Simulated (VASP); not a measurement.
# Mn3Si (P4/mmm) in VASP: single point with PBEsol

Aim: the single point of Mn3Si with PBEsol.

Everything below comes from runs of VASP 6.6.1. Logs are shortened: lines on timing, memory, paths and dates and some standing lists are left out, and cuts for length are marked.

## (1) The cell of the first run

It takes space group P4/mmm (No. 123, tetragonal). The conventional cell has a = 2.846 Å, b = 2.846 Å, c = 5.796 Å, α = 90.00°, β = 90.00°, γ = 90.00°. Within 3.3 Å of Mn (site symmetry 4/mmm) lie 12 Mn at 2.49 to 2.85 Å and 2 Si at 2.90 Å. Mn (site symmetry 4mm) has 4 Si at 2.47 Å and 10 Mn at 2.49 to 2.94 Å within 3.3 Å. Within 3.3 Å of Si (site symmetry 4/mmm) lie 10 Mn at 2.47 to 2.90 Å and 4 Si at 2.85 Å.

## (2) Single point, PBEsol, collinear spin, ferromagnetic start (volume scaled by 1.06)

Contents of INCAR:

```
SYSTEM = Mn3Si
PREC = Accurate
ENCUT = 520
EDIFF = 1E-6
ISMEAR = -1
SIGMA = 0.05
LREAL = .FALSE.
LASPH = .TRUE.
NELM = 150
ALGO = Normal
ISIF = 2
LWAVE = .FALSE.
LCHARG = .FALSE.
ISPIN = 2
MAGMOM = 4 4 4 0
LORBIT = 11
LMAXMIX = 4
GGA = PS
NBANDS = 34
```

Contents of KPOINTS:

```
regular mesh
0
G
  10 10 5
  0 0 0
```

Contents of POSCAR:

```
Mn3Si
1.0
    2.8459443296      0.0000000000      0.0000000000
    0.0000000000      2.8459443296      0.0000000000
    0.0000000000      0.0000000000      5.7958198333
Mn Si
3 1
Direct
    0.5000000000      0.5000000000      0.0000000000
    0.0000000000      0.0000000000      0.2534490000
    0.0000000000      0.0000000000      0.7465510000
    0.5000000000      0.5000000000      0.5000000000
```

Potentials or basis: VASP PAW PBE potentials, release 64 (Mn_pv, Si).

Started as:

```sh
$ cat potpaw_PBE.64/Mn_pv/POTCAR potpaw_PBE.64/Si/POTCAR > POTCAR
$ mpirun -np 1 vasp_std > vasp.out
```

OUTCAR:

```text
SYSTEM = Mn3Si
   PREC = Accurate
   ENCUT = 520
   EDIFF = 1E-6
   ISMEAR = -1
   LREAL = .FALSE.
   LASPH = .TRUE.
   NELM = 150
   ISIF = 2
   ISPIN = 2
   LORBIT = 11
   GGA = PS

 ion  position               nearest neighbor table
   1  0.500  0.500  0.000-   2 2.49   3 2.49   2 2.49   3 2.49   2 2.49   3 2.49   2 2.49   3 2.49
                             4 2.90   4 2.90
   2  0.000  0.000  0.253-   4 2.47   4 2.47   4 2.47   4 2.47   1 2.49   1 2.49   1 2.49   1 2.49
                             3 2.86   3 2.94
   3  0.000  0.000  0.747-   4 2.47   4 2.47   4 2.47   4 2.47   1 2.49   1 2.49   1 2.49   1 2.49
                             2 2.86   2 2.94
   4  0.500  0.500  0.500-   2 2.47   3 2.47   2 2.47   3 2.47   2 2.47   3 2.47   2 2.47   3 2.47
                             1 2.90   1 2.90

  LATTYP: Found a simple tetragonal cell.
 ALAT       =     2.8459443296
 C/A-ratio  =     2.0365190468

  Lattice vectors:

 A1 = (   2.8459443296,   0.0000000000,   0.0000000000)
 A2 = (   0.0000000000,   2.8459443296,   0.0000000000)
 A3 = (   0.0000000000,   0.0000000000,   5.7958198333)

Analysis of symmetry for initial positions (statically):
=====================================================================
 Subroutine PRICEL returns:
 Original cell was already a primitive cell.

 Routine SETGRP: Setting up the symmetry group for a
 simple tetragonal supercell.

 Subroutine GETGRP returns: Found 16 space group operations
 (whereof 16 operations were pure point group operations)
 out of a pool of 16 trial point group operations.

The static configuration has the point symmetry D_4h.

Analysis of symmetry for dynamics (positions and initial velocities):
=====================================================================
 Subroutine PRICEL returns:
 Original cell was already a primitive cell.

 Routine SETGRP: Setting up the symmetry group for a
 simple tetragonal supercell.

 Subroutine GETGRP returns: Found 16 space group operations
 (whereof 16 operations were pure point group operations)
 out of a pool of 16 trial point group operations.

The dynamic configuration has the point symmetry D_4h.

Analysis of structural, dynamic, and magnetic symmetry:
=====================================================================
 Subroutine PRICEL returns:
 Original cell was already a primitive cell.

 Routine SETGRP: Setting up the symmetry group for a
 simple tetragonal supercell.

 Subroutine GETGRP returns: Found 16 space group operations
 (whereof 16 operations were pure point group operations)
 out of a pool of 16 trial point group operations.

The overall configuration has the point symmetry D_4h.

 Subroutine INISYM returns: Found 16 space group operations
 (whereof 16 operations are pure point group operations),
 and found     1 'primitive' translations

----------------------------------------------------------------------------------------

                                     Primitive cell

  volume of cell :      46.9427

  direct lattice vectors                    reciprocal lattice vectors
     2.845944330  0.000000000  0.000000000     0.351377218  0.000000000  0.000000000
     0.000000000  2.845944330  0.000000000     0.000000000  0.351377218  0.000000000
     0.000000000  0.000000000  5.795819833     0.000000000  0.000000000  0.172538145

  length of vectors
     2.845944330  2.845944330  5.795819833     0.351377218  0.351377218  0.172538145

  position of ions in fractional coordinates (direct lattice)
     0.500000000  0.500000000  0.000000000
     0.000000000  0.000000000  0.253449000
     0.000000000  0.000000000  0.746551000
     0.500000000  0.500000000  0.500000000

  ion indices of the primitive-cell ions
   primitive index   ion index
                 1           1
                 2           2
                 3           3
                 4           4

----------------------------------------------------------------------------------------

 KPOINTS: regular mesh

Automatic generation of k-mesh.
 Grid dimensions read from file:
 generate k-points for:   10   10    5

 Generating k-lattice:

  Cartesian coordinates                     Fractional coordinates (reciprocal lattice)
     0.035137722  0.000000000  0.000000000     0.100000000  0.000000000  0.000000000
     0.000000000  0.035137722  0.000000000     0.000000000  0.100000000  0.000000000
     0.000000000  0.000000000  0.034507629     0.000000000  0.000000000  0.200000000

  Length of vectors
     0.035137722  0.035137722  0.034507629

  Shift w.r.t. Gamma in fractional coordinates (k-lattice)
     0.000000000  0.000000000  0.000000000

 Subroutine IBZKPT returns following result:
 ===========================================

 Found     63 irreducible k-points:

 Following reciprocal coordinates:
            Coordinates               Weight
  0.000000  0.000000  0.000000      1.000000
  0.100000  0.000000  0.000000      4.000000
  0.200000  0.000000  0.000000      4.000000
  0.300000  0.000000  0.000000      4.000000
  0.400000  0.000000  0.000000      4.000000
  0.500000  0.000000  0.000000      2.000000
[... 16 lines left out ...]
  0.100000  0.000000  0.200000      8.000000
  0.200000  0.000000  0.200000      8.000000
 [... further k-points ...]
   k-points           NKPTS =     63   k-points in BZ     NKDIM =     63   number of bands    NBANDS=     34
   number of dos      NEDOS =    301   number of ions     NIONS =      4
   total plane-waves  NPLWV =  27648
   dimension x,y,z NGX =    24 NGY =   24 NGZ =   48
   dimension x,y,z NGXF=    48 NGYF=   48 NGZF=   96
   ions per type =               3   1
   NGX,Y,Z   is equivalent  to a cutoff of  14.02, 14.02, 13.77 a.u.
   NGXF,Y,Z  is equivalent  to a cutoff of  28.04, 28.04, 27.54 a.u.
 SYSTEM =  Mn3Si
   PREC   = accura    normal or accurate (medium, high low for compatibility)
   ISTART =      0    job   : 0-new  1-cont  2-samecut
   ICHARG =      2    charge: 1-file 2-atom 10-const
   ISPIN  =      2    spin polarized calculation?
   LNONCOLLINEAR =      F non collinear calculations
   LSORBIT =      F    spin-orbit coupling
   LASPH  =      T    aspherical Exc in radial PAW
   ENCUT  =  520.0 eV  38.22 Ry    6.18 a.u.   5.29  5.29 10.78*2*pi/ulx,y,z
   NELM   =    150;   NELMIN=  2; NELMDL= -5     # of ELM steps
   EDIFF  = 0.1E-05   stopping-criterion for ELM
   LREAL  =      F    real-space projection
   EDIFFG = 0.1E-04   stopping-criterion for IOM
   NSW    =      0    number of steps for IOM
   IBRION =     -1    ionic relax: 0-MD 1-quasi-New 2-CG
   NFREE  =      0    steps in history (QN), initial steepest desc. (CG)
   ISIF   =      2    stress and relaxation
   ISYM   =      2    0-nonsym 1-usesym 2-fastsym
   POTIM  = 0.5000    time-step for ionic-motion
   TEBEG  =    0.0;   TEEND  =   0.0 temperature during run
   PSTRESS=    0.0 pullay stress
   NELECT =      43.0000    total number of electrons
   NUPDOWN=      -1.0000    fix difference up-down
   EMIN   =  10.00;   EMAX   =-10.00  energy-range for DOS
   EFERMI =   0.00;   METHOD = LEGACY
   ISMEAR =    -1;   SIGMA  =   0.05  broadening in eV -4-tet -1-fermi 0-gaus
   EFERMI_NEDOS =   21; number of points for ismear=-14 and -15
   IALGO  =     38    algorithm
   IMIX   =      4    mixing-type and parameters
     AMIX     =   0.40;   BMIX     =  1.00
     AMIX_MAG =   1.60;   BMIX_MAG =  1.00
  volume/ion in A,a.u.               =      11.74        79.20
  Fermi-wavevector in a.u.,A,eV,Ry     =   1.589919  3.004512 34.393399  2.527843
  Thomas-Fermi vector in A             =   2.688694
   LORBIT       =     11    0 simple, 1 ext, 2 COOP (PROOUT), +10 PAW based schemes
   GGA     = PS    functional components
   LHFCALC =     F    Hartree Fock is set to
   AEXX    =    0.0000 exact exchange contribution
   IVDW    =     0    specifies the selected vdW correction
   LEPSILON=     F    determine dielectric tensor
   LRPA    =     F    only Hartree local field effects (RPA)
 spin polarized calculation
  energy-cutoff  :      520.00
  volume of cell :       46.94
 maximum number of plane-waves:      1290
 NGX is ok and might be reduce to    24
   NGX = 11   NGY = 11   NGZ = 21

 number of electron      43.0000000 magnetization      12.0000000

 number of electron      43.0000019 magnetization       1.1618942

 Free energy of the ion-electron system (eV)
  ---------------------------------------------------
  ext. energy  EPLUGINS =         0.00000000
  ---------------------------------------------------
  free energy    TOTEN  =       -35.73374727 eV

  energy without entropy =      -35.70660471  energy(sigma->0) =      -35.72017599

 E-fermi :  10.1864     XC(G=0): -13.2423

 val. band max:       10.1791625985   @ k =   0.1000   0.0000   0.2000
 cond. band min:      10.1891810546   @ k =   0.2000   0.2000   0.4000
 fundamental gap:      0.0100184561
 Fermi energy:        10.1864424207

 spin component 1

 k-point     1 :       0.0000    0.0000    0.0000
  band No.  band energies     occupation
      1     -39.0473      1.00000
      2     -38.9583      1.00000
      3     -38.9583      1.00000
      4     -37.2310      1.00000
      5     -37.1455      1.00000
      6     -37.1455      1.00000
[... 853 lines left out ...]
     32      19.4145      0.00000
     33      21.3173      0.00000

 [... further k-points ...]

 spin component 2

 k-point     1 :       0.0000    0.0000    0.0000
  band No.  band energies     occupation
      1     -37.8280      1.00000
      2     -37.7527      1.00000
      3     -37.7442      1.00000
      4     -37.7442      1.00000
      5     -37.7207      1.00000
      6     -37.7207      1.00000
[... 853 lines left out ...]
     32      19.4867      0.00000
     33      21.5124      0.00000

 [... further k-points ...]

 [bands above 33 left out]

------------------------ aborting loop because EDIFF is reached ----------------------------------------

  FORCE on cell =-STRESS in cart. coord.  units (eV):
  Direction    XX          YY          ZZ          XY          YZ          ZX
  --------------------------------------------------------------------------------------
  -------------------------------------------------------------------------------------
  Total       -5.4899880     -5.4899880     -5.4985598      0.0000000      0.0000000     -0.0000000
  in kB     -187.3761467   -187.3761467   -187.6687055      0.0000000      0.0000000     -0.0000000
  external PRESSURE =    -187.4736663 kB  Pullay stress =       0.0000000 kB

 VOLUME and BASIS-vectors are now :
 -----------------------------------------------------------------------------
  energy-cutoff  :      520.00
  volume of cell :       46.94
      direct lattice vectors                 reciprocal lattice vectors
     2.845944330  0.000000000  0.000000000     0.351377218  0.000000000  0.000000000
     0.000000000  2.845944330  0.000000000     0.000000000  0.351377218  0.000000000
     0.000000000  0.000000000  5.795819833     0.000000000  0.000000000  0.172538145

 POSITION                                       TOTAL-FORCE (eV/Angst)
 -----------------------------------------------------------------------------------
      1.42297      1.42297      0.00000         0.000000      0.000000      0.000000
      0.00000      0.00000      1.46894         0.000000     -0.000000      0.148765
      0.00000      0.00000      4.32688         0.000000     -0.000000     -0.148765
      1.42297      1.42297      2.89791         0.000000      0.000000      0.000000
 -----------------------------------------------------------------------------------
    total drift:                                0.000000     -0.000000     -0.000000

  FREE ENERGIE OF THE ION-ELECTRON SYSTEM (eV)
  ---------------------------------------------------
  free  energy   TOTEN  =       -35.7337472747 eV

  energy  without entropy=      -35.7066047135  energy(sigma->0) =      -35.72017599

 total charge

# of ion       s       p       d       tot
------------------------------------------
    1        0.383   6.355   5.035  11.774
    2        0.349   6.342   5.223  11.914
    3        0.349   6.342   5.223  11.914
    4        0.719   0.873   0.000   1.592
--------------------------------------------------
tot          1.801  19.911  15.482  37.194

 magnetization (x)

# of ion       s       p       d       tot
------------------------------------------
    1        0.016   0.009   2.250   2.275
    2       -0.007  -0.016  -0.566  -0.590
    3       -0.007  -0.016  -0.566  -0.590
    4        0.017   0.025   0.000   0.042
--------------------------------------------------
tot          0.018   0.002   1.118   1.138
```

It took 1.9 min on 1 thread of Intel Xeon 6975P-C (Granite Rapids), shared host; peak memory 0.28 GiB.

Results:

| Quantity | Value |
| --- | --- |
| Free energy | -35.7337 eV |
| Pressure | -18.7 GPa |
| Largest force | 0.149 eV/Å |
| Net moment | 1.16 μB per cell |
| Site moments | Mn +2.27, -0.59; Si +0.04 μB |
| Valence electrons inside the program's atomic spheres | Mn 11.77, 11.91; Si 1.59 |

Forces on the atoms (eV/Å):
```
Mn   0.000  0.000  0.000
Mn   0.000  0.000  0.149
Mn   0.000  0.000 -0.149
Si   0.000  0.000  0.000
```

Levels at points of the mesh, in eV from the Fermi level:
Spin up:
```tsv
k point	band 18	band 19	band 20	band 21	band 22	band 23	band 24	band 25	band 26	band 27
(0.00, 0.00, 0.00)	-1.37	-1.15	-0.86	-0.86	-0.11	0.65	0.87	0.87	1.00	1.40
(0.50, 0.00, 0.00)	-1.71	-1.27	-0.79	-0.39	-0.35	-0.08	0.59	0.62	0.91	1.08
(0.50, 0.50, 0.00)	-1.01	-0.89	-0.89	-0.52	-0.03	-0.03	1.10	1.13	1.14	1.75
```
Spin down:
| k point | band 18 | band 19 | band 20 | band 21 | band 22 | band 23 | band 24 | band 25 |
| --- | --- | --- | --- | --- | --- | --- | --- | --- |
| (0.00, 0.00, 0.00) | -0.82 | -0.82 | -0.64 | -0.07 | -0.05 | 1.04 | 1.18 | 1.18 |
| (0.50, 0.00, 0.00) | -1.37 | -1.27 | -0.82 | -0.06 | 0.03 | 0.39 | 0.73 | 1.24 |
| (0.50, 0.50, 0.00) | -1.03 | -0.60 | -0.08 | -0.08 | 0.72 | 0.79 | 0.84 | 1.10 |

Caveat: the PAW data sets were made with another functional, which shifts forces and pressure a little.
